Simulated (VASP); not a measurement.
# As (P6/mmm) in VASP: further runs

Runs on As. Level: PBE. Tasks: single point.

Everything below comes from runs of VASP 6.6.1. Logs are shortened: lines on timing, memory, paths and dates and some standing lists are left out, and cuts for length are marked.

## 1. The cell of the first run

Symmetry: P6/mmm, No. 191, hexagonal system. The conventional cell has a = 4.473 Å, b = 4.473 Å, c = 2.776 Å, α = 90.00°, β = 90.00°, γ = 120.00°. As (site symmetry -6m2) has 5 As at 2.58 to 2.78 Å within 3.4 Å.

## 2. Single point, PBE

Input file INCAR:

```
SYSTEM = As
ALGO = Normal
EDIFF = 1E-6
ENCUT = 520
GGA = PE
ISIF = 2
ISMEAR = -1
LASPH = .True.
LCHARG = .True.
LELF = .True.
LREAL = .False.
LVHAR = .True.
LWAVE = .False.
NBANDS = 12
NELM = 60
PREC = Accurate
SIGMA = 0.05
```

Input file KPOINTS:

```
k-points
0
Gamma
  7 7 9
  0 0 0
```

Input file POSCAR:

```
As
1.0
    4.4731820068      0.0000000000      0.0000000000
   -2.2365910034      3.8738908172      0.0000000000
    0.0000000000      0.0000000000      2.7758923397
As
2
Direct
    0.3333300000      0.6666700000      0.0000000000
    0.6666700000      0.3333300000      0.0000000000
```

Potentials or basis: VASP PAW PBE potentials, release 64 (As).

Started as:

```sh
$ cat potpaw_PBE.64/As/POTCAR > POTCAR
$ mpirun -np 1 vasp_std > vasp.out
```

OUTCAR:

```text
SYSTEM = As
   EDIFF = 1E-6
   ENCUT = 520
   GGA = PE
   ISIF = 2
   ISMEAR = -1
   LASPH = .True.
   LREAL = .False.
   NELM = 60
   PREC = Accurate

 ion  position               nearest neighbor table
   1  0.333  0.667  0.000-   2 2.58   2 2.58   2 2.58
   2  0.667  0.333  0.000-   1 2.58   1 2.58   1 2.58

  LATTYP: Found a hexagonal cell.
 ALAT       =     4.4731820068
 C/A-ratio  =     0.6205632446

  Lattice vectors:

 A1 = (   4.4731820068,   0.0000000000,   0.0000000000)
 A2 = (  -2.2365910034,   3.8738908172,   0.0000000000)
 A3 = (   0.0000000000,   0.0000000000,   2.7758923397)

Analysis of symmetry for initial positions (statically):
=====================================================================
 Subroutine PRICEL returns:
 Original cell was already a primitive cell.

 Routine SETGRP: Setting up the symmetry group for a
 hexagonal supercell.

 Subroutine GETGRP returns: Found  8 space group operations
 (whereof  8 operations were pure point group operations)
 out of a pool of 24 trial point group operations.

The static configuration has the point symmetry D_2h.

Analysis of symmetry for dynamics (positions and initial velocities):
=====================================================================
 Subroutine PRICEL returns:
 Original cell was already a primitive cell.

 Routine SETGRP: Setting up the symmetry group for a
 hexagonal supercell.

 Subroutine GETGRP returns: Found  8 space group operations
 (whereof  8 operations were pure point group operations)
 out of a pool of 24 trial point group operations.

The dynamic configuration has the point symmetry D_2h.

 Subroutine INISYM returns: Found  8 space group operations
 (whereof  8 operations are pure point group operations),
 and found     1 'primitive' translations

----------------------------------------------------------------------------------------

                                     Primitive cell

  volume of cell :      48.1024

  direct lattice vectors                    reciprocal lattice vectors
     4.473182007  0.000000000  0.000000000     0.223554507  0.129069203  0.000000000
    -2.236591003  3.873890817  0.000000000     0.000000000  0.258138406  0.000000000
     0.000000000  0.000000000  2.775892340     0.000000000  0.000000000  0.360244519

  length of vectors
     4.473182007  4.473183361  2.775892340     0.258138484  0.258138406  0.360244519

  position of ions in fractional coordinates (direct lattice)
     0.333330000  0.666670000  0.000000000
     0.666670000  0.333330000  0.000000000

  ion indices of the primitive-cell ions
   primitive index   ion index
                 1           1
                 2           2

----------------------------------------------------------------------------------------

 KPOINTS: k-points

Automatic generation of k-mesh.
 Grid dimensions read from file:
 generate k-points for:    7    7    9

 Generating k-lattice:

  Cartesian coordinates                     Fractional coordinates (reciprocal lattice)
     0.031936358  0.018438458  0.000000000     0.142857143 -0.000000000  0.000000000
     0.000000000  0.036876915  0.000000000     0.000000000  0.142857143  0.000000000
     0.000000000  0.000000000  0.040027169     0.000000000  0.000000000  0.111111111

  Length of vectors
     0.036876926  0.036876915  0.040027169

  Shift w.r.t. Gamma in fractional coordinates (k-lattice)
     0.000000000  0.000000000  0.000000000

 Subroutine IBZKPT returns following result:
 ===========================================

 Found     80 irreducible k-points:

 Following reciprocal coordinates:
            Coordinates               Weight
  0.000000  0.000000  0.000000      1.000000
  0.142857  0.000000  0.000000      4.000000
 -0.142857  0.142857  0.000000      2.000000
  0.285714  0.000000  0.000000      4.000000
 -0.285714  0.285714  0.000000      2.000000
  0.428571  0.000000  0.000000      4.000000
[... 16 lines left out ...]
 -0.428571  0.428571  0.111111      4.000000
  0.142857  0.142857  0.111111      4.000000
 [... further k-points ...]
   k-points           NKPTS =     80   k-points in BZ     NKDIM =     80   number of bands    NBANDS=     12
   number of dos      NEDOS =    301   number of ions     NIONS =      2
   total plane-waves  NPLWV =  31104
   dimension x,y,z NGX =    36 NGY =   36 NGZ =   24
   dimension x,y,z NGXF=    72 NGYF=   72 NGZF=   48
   ions per type =               2
   NGX,Y,Z   is equivalent  to a cutoff of  13.38, 13.38, 14.37 a.u.
   NGXF,Y,Z  is equivalent  to a cutoff of  26.76, 26.76, 28.75 a.u.
 SYSTEM =  As
   PREC   = accura    normal or accurate (medium, high low for compatibility)
   ISTART =      0    job   : 0-new  1-cont  2-samecut
   ICHARG =      2    charge: 1-file 2-atom 10-const
   ISPIN  =      1    spin polarized calculation?
   LNONCOLLINEAR =      F non collinear calculations
   LSORBIT =      F    spin-orbit coupling
   LASPH  =      T    aspherical Exc in radial PAW
   ENCUT  =  520.0 eV  38.22 Ry    6.18 a.u.   8.32  8.32  5.16*2*pi/ulx,y,z
   NELM   =     60;   NELMIN=  2; NELMDL= -5     # of ELM steps
   EDIFF  = 0.1E-05   stopping-criterion for ELM
   LREAL  =      F    real-space projection
   EDIFFG = 0.1E-04   stopping-criterion for IOM
   NSW    =      0    number of steps for IOM
   IBRION =     -1    ionic relax: 0-MD 1-quasi-New 2-CG
   NFREE  =      0    steps in history (QN), initial steepest desc. (CG)
   ISIF   =      2    stress and relaxation
   ISYM   =      2    0-nonsym 1-usesym 2-fastsym
   POTIM  = 0.5000    time-step for ionic-motion
   TEBEG  =    0.0;   TEEND  =   0.0 temperature during run
   PSTRESS=    0.0 pullay stress
   NELECT =      10.0000    total number of electrons
   NUPDOWN=      -1.0000    fix difference up-down
   EMIN   =  10.00;   EMAX   =-10.00  energy-range for DOS
   EFERMI =   0.00;   METHOD = LEGACY
   ISMEAR =    -1;   SIGMA  =   0.05  broadening in eV -4-tet -1-fermi 0-gaus
   EFERMI_NEDOS =   21; number of points for ismear=-14 and -15
   IALGO  =     38    algorithm
   IMIX   =      4    mixing-type and parameters
     AMIX     =   0.40;   BMIX     =  1.00
     AMIX_MAG =   1.60;   BMIX_MAG =  1.00
  volume/ion in A,a.u.               =      24.05       162.31
  Fermi-wavevector in a.u.,A,eV,Ry     =   0.969808  1.832672 12.796667  0.940528
  Thomas-Fermi vector in A             =   2.099892
   LORBIT       =      0    0 simple, 1 ext, 2 COOP (PROOUT), +10 PAW based schemes
   GGA     = PE    functional components
   LHFCALC =     F    Hartree Fock is set to
   AEXX    =    0.0000 exact exchange contribution
   IVDW    =     0    specifies the selected vdW correction
   LEPSILON=     F    determine dielectric tensor
   LRPA    =     F    only Hartree local field effects (RPA)
 non-spin polarized calculation
  energy-cutoff  :      520.00
  volume of cell :       48.10
 maximum number of plane-waves:      1309
 NGX is ok and might be reduce to    36
   NGX = 17   NGY = 17   NGZ = 11

 number of electron      10.0000001 magnetization

 Free energy of the ion-electron system (eV)
  ---------------------------------------------------
  ext. energy  EPLUGINS =         0.00000000
  ---------------------------------------------------
  free energy    TOTEN  =        -8.90521774 eV

  energy without entropy =       -8.89764637  energy(sigma->0) =       -8.90143205

 E-fermi :   4.4011     XC(G=0):  -9.2792

 val. band max:        4.3765804585   @ k =   0.0000   0.0000   0.0000
 cond. band min:       4.4029486932   @ k =   0.2857   0.1429   0.4444
 fundamental gap:      0.0263682347
 Fermi energy:         4.4011420023

 k-point     1 :       0.0000    0.0000    0.0000
  band No.  band energies     occupation
      1     -10.2382      2.00000
      2      -4.1068      2.00000
      3      -0.0837      2.00000
      4      -0.0833      2.00000
      5       4.3761      1.24505
      6       4.3766      1.24079
      7       7.9049      0.00000
      8       9.0042      0.00000
      9      12.1915      0.00000
     10      12.9806      0.00000
     11      19.3339      0.00000
     12      19.3343      0.00000

 k-point     2 :       0.1429    0.0000    0.0000
  band No.  band energies     occupation
      1     -10.0824      2.00000
      2      -4.7819      2.00000
      3      -0.3119      2.00000
      4       0.4708      2.00000
      5       4.3335      1.58899
      6       4.9485      0.00004
      7       8.0394      0.00000
      8       9.8842      0.00000
      9      11.8923      0.00000
     10      13.0800      0.00000
     11      17.2961      0.00000
     12      17.8628      0.00000

 k-point     3 :      -0.1429    0.1429    0.0000
  band No.  band energies     occupation
      1     -10.0824      2.00000
      2      -4.7819      2.00000
      3      -0.3122      2.00000
      4       0.4709      2.00000
      5       4.3333      1.59073
      6       4.9488      0.00003
      7       8.0394      0.00000
      8       9.8842      0.00000
      9      11.8923      0.00000
     10      13.0800      0.00000
     11      17.2962      0.00000
     12      17.8629      0.00000
[... 286 lines left out ...]
 k-point    23 :      -0.4286    0.4286    0.1111
  band No.  band energies     occupation
      1      -8.8329      2.00000
      2      -6.9126      2.00000
      3      -0.7949      2.00000
      4       1.3165      2.00000
      5       6.5019      0.00000
      6       7.1115      0.00000
      7       8.0352      0.00000
      8       8.5483      0.00000
      9      10.8762      0.00000
     10      13.0877      0.00000
     11      15.8366      0.00000
     12      16.5400      0.00000

 k-point    24 :       0.1429    0.1429    0.1111
  band No.  band energies     occupation
      1      -9.5717      2.00000
      2      -5.4831      2.00000
      3      -0.5943      2.00000
      4       1.4766      2.00000
      5       4.5224      0.16243
      6       6.2125      0.00000
      7       6.3384      0.00000
      8       9.6547      0.00000
      9      11.3897      0.00000
     10      14.4570      0.00000
     11      16.2050      0.00000
     12      16.7163      0.00000

 [... further k-points ...]
[... 5 lines left out ...]
  --------------------------------------------------------------------------------------
  -------------------------------------------------------------------------------------
  Total        0.9207027      0.9208920      1.3748275      0.0001633      0.0000000      0.0000000
  in kB       30.6664448     30.6727509     45.7922756      0.0054398      0.0000000      0.0000000
  external PRESSURE =      35.7104904 kB  Pullay stress =       0.0000000 kB

 VOLUME and BASIS-vectors are now :
 -----------------------------------------------------------------------------
  energy-cutoff  :      520.00
  volume of cell :       48.10
      direct lattice vectors                 reciprocal lattice vectors
     4.473182007  0.000000000  0.000000000     0.223554507  0.129069203  0.000000000
    -2.236591003  3.873890817  0.000000000     0.000000000  0.258138406  0.000000000
     0.000000000  0.000000000  2.775892340     0.000000000  0.000000000  0.360244519

 POSITION                                       TOTAL-FORCE (eV/Angst)
 -----------------------------------------------------------------------------------
     -0.00002      2.58261      0.00000         0.000113     -0.000065      0.000000
      2.23661      1.29128      0.00000        -0.000113      0.000065      0.000000
 -----------------------------------------------------------------------------------
    total drift:                                0.000000      0.000000      0.000000

  FREE ENERGIE OF THE ION-ELECTRON SYSTEM (eV)
  ---------------------------------------------------
  free  energy   TOTEN  =        -8.9052177394 eV

  energy  without entropy=       -8.8976463691  energy(sigma->0) =       -8.90143205
```

Run time: 17 s. Hardware: 1 thread of Intel Xeon Platinum 8488C (Sapphire Rapids), shared host; peak memory 0.19 GiB.

Results:

| Item | Value |
| --- | --- |
| Free energy | -8.9052 eV |
| Pressure | 3.6 GPa |
| Band gap on the k mesh | zero (band 5 reaches 6.56 eV, above the bottom of band 6 at 2.89 eV) |

## 3. Single point, PBE

This run uses another cell than the first one, of 24.56 Å³/atom, 1.021 times its volume.

Input file INCAR:

```
SYSTEM = As
PREC = Accurate
ENCUT = 520
EDIFF = 1E-6
ISMEAR = -1
SIGMA = 0.05
LREAL = .False.
LASPH = .True.
NELM = 60
ALGO = Normal
ISIF = 2
LWAVE = .False.
LCHARG = .True.
GGA = PE
LELF = .True.
LVHAR = .True.
NBANDS = 12
```

Input file KPOINTS:

```
Automatic mesh
0
Gamma
  7 7 9
  0 0 0
```

Input file POSCAR:

```
As
1.0
    4.5046843265      0.0000000000      0.0000000000
   -2.2523421632      3.9011726374      0.0000000000
    0.0000000000      0.0000000000      2.7954415214
As
2
Direct
    0.3333300000      0.6666700000      0.0000000000
    0.6666700000      0.3333300000      0.0000000000
```

Potentials or basis: VASP PAW PBE potentials, release 64 (As).

Started as:

```sh
$ cat potpaw_PBE.64/As/POTCAR > POTCAR
$ mpirun -np 1 vasp_std > vasp.out
```

Wall time 17 s (1 thread of Intel Xeon Platinum 8488C (Sapphire Rapids), shared host); peak memory 0.19 GiB.

It converged, with:

```
Free energy            : -8.9239 eV
Pressure               : 2.3 GPa
Band gap on the k mesh : zero (band 5 reaches 6.31 eV, above the bottom of band 6 at 2.69 eV)
```

Stress tensor (GPa, compression positive):
```
1.62 0.00 0.00
0.00 1.62 0.00
0.00 0.00 3.68
```

Levels at points of the mesh, in eV from the Fermi level:
```csv
k point,band 1,band 2,band 3,band 4,band 5,band 6,band 7,band 8,band 9,band 10
"(0.00, 0.00, 0.00)",-14.46,-8.51,-4.37,-4.37,0.03,0.03,3.44,4.64,7.59,8.54
```

## 4. Single point, PBE

This run uses another cell than the first one, of 25.07 Å³/atom, 1.043 times its volume.

Input file INCAR:

```
  PREC = Accurate
  ENCUT = 520
  EDIFF = 1E-6
  ISMEAR = -1
  SIGMA = 0.05
  LREAL = False
  LASPH = True
  NELM = 100
  ALGO = Normal
  ISIF = 2
  LWAVE = False
  LCHARG = False
  GGA = PE
  NBANDS = 12
```

Input file KPOINTS:

```
regular mesh
0
Gamma
  7 7 9
```

Input file POSCAR:

```
As
1.0
    4.5357520967      0.0000000000      0.0000000000
   -2.2678760483      3.9280781265      0.0000000000
    0.0000000000      0.0000000000      2.8147210377
As
2
Direct
    0.3333300000      0.6666700000      0.0000000000
    0.6666700000      0.3333300000      0.0000000000
```

Started as:

```sh
$ cat potpaw_PBE.64/As/POTCAR > POTCAR
$ mpirun -np 1 vasp_std > vasp.out
```

Wall time 17 s (1 thread of Intel Xeon Platinum 8488C (Sapphire Rapids), shared host); peak memory 0.19 GiB.

The run converged. Its results:

```yaml
Free_energy: -8.9349 eV
Pressure: 1.1 GPa
Band_gap_on_the_k_mesh: zero (band 5 reaches 6.06 eV, above the bottom of band 6 at 2.50 eV)
```

Stress tensor (GPa, compression positive):
```
0.29 0.00 0.00
0.00 0.29 0.00
0.00 0.00 2.80
```

Levels at points of the mesh, in eV from the Fermi level:
```
           k point  band 3  band 4  band 5  band 6  band 7  band 8
(0.00, 0.00, 0.00)   -4.27   -4.27    0.08    0.08    3.37    4.67
```

## 5. Single point, PBE

This run uses another cell than the first one, of 25.59 Å³/atom, 1.064 times its volume.

Input file INCAR:

```
PREC = Accurate
ENCUT = 520
EDIFF = 1E-7
ISMEAR = -1
SIGMA = 0.05
LREAL = False
LASPH = True
NELM = 100
ALGO = Normal
ISIF = 2
LWAVE = False
LCHARG = False
GGA = PE
NBANDS = 12
```

Input file KPOINTS:

```
Automatic mesh
0
Gamma
  7 7 9
```

Input file POSCAR:

```
As
1.0
    4.5664000000      0.0000000000      0.0000000000
   -2.2832000000      3.9546200000      0.0000000000
    0.0000000000      0.0000000000      2.8337400000
As
2
Direct
    0.3333300000      0.6666700000      0.0000000000
    0.6666700000      0.3333300000      0.0000000000
```

Started as:

```sh
$ cat potpaw_PBE.64/As/POTCAR > POTCAR
$ mpirun -np 1 vasp_std > vasp.out
```

Run time: 19 s. Hardware: 1 thread of Intel Xeon Platinum 8488C (Sapphire Rapids), shared host; peak memory 0.19 GiB.

Results (log left out):

* Free energy: -8.9384 eV
* Pressure: 0.0 GPa
* Band gap on the k mesh: zero (band 5 reaches 5.83 eV, above the bottom of band 6 at 2.32 eV)

Stress tensor (GPa, compression positive):
```
-0.94  0.00  0.00
 0.00 -0.94  0.00
 0.00  0.00  1.86
```

Levels at points of the mesh, in eV from the Fermi level:
| k point | band 1 | band 2 | band 3 | band 4 | band 5 | band 6 | band 7 | band 8 | band 9 | band 10 |
| --- | --- | --- | --- | --- | --- | --- | --- | --- | --- | --- |
| (0.00, 0.00, 0.00) | -14.12 | -8.52 | -4.16 | -4.16 | 0.13 | 0.14 | 3.31 | 4.71 | 7.20 | 8.46 |

## 6. Single point, PBE

This run uses another cell than the first one, of 26.10 Å³/atom, 1.085 times its volume.

Input file INCAR:

```
SYSTEM = As
PREC = Accurate
ENCUT = 520
EDIFF = 1E-6
ISMEAR = -1
SIGMA = 0.05
LREAL = .FALSE.
LASPH = .TRUE.
NELM = 60
ALGO = Normal
ISIF = 2
LWAVE = .FALSE.
LCHARG = .FALSE.
GGA = PE
NBANDS = 12
```

Input file KPOINTS:

```
regular mesh
0
G
  7 7 9
  0 0 0
```

Input file POSCAR:

```
As
1.0
    4.5966419409      0.0000000000      0.0000000000
   -2.2983209705      3.9808102997      0.0000000000
    0.0000000000      0.0000000000      2.8525070370
As
2
Direct
    0.3333300000      0.6666700000      0.0000000000
    0.6666700000      0.3333300000      0.0000000000
```

Potentials or basis: VASP PAW PBE potentials, release 64 (As).

Started as:

```sh
$ cat potpaw_PBE.64/As/POTCAR > POTCAR
$ mpirun -np 1 vasp_std > vasp.out
```

Wall time 16 s (1 thread of Intel Xeon Platinum 8488C (Sapphire Rapids), shared host); peak memory 0.19 GiB.

The run converged. Its results:

| Item | Value |
| --- | --- |
| Free energy | -8.9349 eV |
| Pressure | -1.1 GPa |
| Band gap on the k mesh | zero (band 5 reaches 5.60 eV, above the bottom of band 6 at 2.15 eV) |

Stress tensor (GPa, compression positive):
```
-2.06  0.00  0.00
 0.00 -2.06  0.00
 0.00  0.00  0.86
```

Levels at points of the mesh, in eV from the Fermi level:
| k point | band 3 | band 4 | band 5 | band 6 | band 7 | band 8 |
| --- | --- | --- | --- | --- | --- | --- |
| (0.00, 0.00, 0.00) | -4.06 | -4.06 | 0.19 | 0.19 | 3.26 | 4.75 |

## 7. Overview

| cell | gap on the mesh (eV) | pressure (GPa) |
| --- | --- | --- |
| a = 4.473, b = 4.473, c = 2.776 Å, angles 90.0, 90.0, 120.0°, 2 atoms | none | 3.6 |
| a = 4.505, b = 4.505, c = 2.795 Å, angles 90.0, 90.0, 120.0°, 2 atoms | none | 2.3 |
| a = 4.536, b = 4.536, c = 2.815 Å, angles 90.0, 90.0, 120.0°, 2 atoms | none | 1.1 |
| a = 4.566, b = 4.566, c = 2.834 Å, angles 90.0, 90.0, 120.0°, 2 atoms | none | 0.0 |
| a = 4.597, b = 4.597, c = 2.853 Å, angles 90.0, 90.0, 120.0°, 2 atoms | none | -1.1 |

Alike in all rows: task single point; level PBE; potentials or basis VASP PAW PBE potentials, release 64 (As); no spin polarisation; k mesh 7 × 7 × 9; cutoff (eV) 520; smearing fermi-dirac 0.05 eV.

Absolute energies hang on the potentials; compare differences alone.
